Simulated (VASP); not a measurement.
TaH: single point with PBE

Crystal: TaH.

```
Ta H
1.0
    -1.71729    1.71729    1.76480
     1.71729   -1.71729    1.76480
     1.71729    1.71729   -1.76480
Ta H
1 1
Cartesian
  0.0000 0.0000 0.0000
  1.7173 0.0000 0.8824
```

```
Program                : VASP 6.6.1
Task                   : single point
Functional             : PBE
Potentials or basis    : VASP PAW PBE potentials, release 64 (Ta_pv, H)
Cutoff                 : 500 eV
k mesh                 : 8 × 8 × 8
Occupations            : gaussian, width 0.1 eV
Spin                   : no spin polarisation
Dipole correction      : no
Further INCAR settings : ALGO = Normal; EDIFF = 1e-06; NBANDS = 13
```

```json
{
 "Pressure": "-0.2 GPa",
 "Band gap on the k mesh": "zero (band 6 reaches 8.74 eV, above the bottom of band 7 at 5.27 eV)"
}
```

Stress tensor (GPa, compression positive):
```
 0.09  0.00  0.00
 0.00  0.09  0.00
 0.00  0.00 -0.70
```

Levels at points of the mesh, in eV from the Fermi level:
```csv
k point,band 2,band 3,band 4,band 5,band 6,band 7,band 8,band 9,band 10,band 11
"(0.00, 0.00, 0.00)",-34.34,-34.30,-11.03,-0.65,-0.65,-0.11,1.75,1.97,6.08,12.83
"(0.50, 0.00, 0.00)",-34.59,-34.32,-8.16,-2.31,-1.68,1.88,3.10,5.54,6.79,8.48
"(0.50, 0.50, 0.00)",-34.57,-34.36,-6.55,-5.01,-1.34,2.53,2.97,5.60,8.54,9.02
"(0.50, 0.50, 0.50)",-34.87,-34.87,-8.03,-4.30,2.82,4.62,4.62,4.81,6.11,6.11
```

Wall time 7.1 s on 1 thread of Intel(R) Xeon(R) 6975P-C (Granite Rapids) (shared host), peak memory 0.14 GiB.

Caveat: spin-orbit coupling is left out, which moves the levels of the heavy elements.
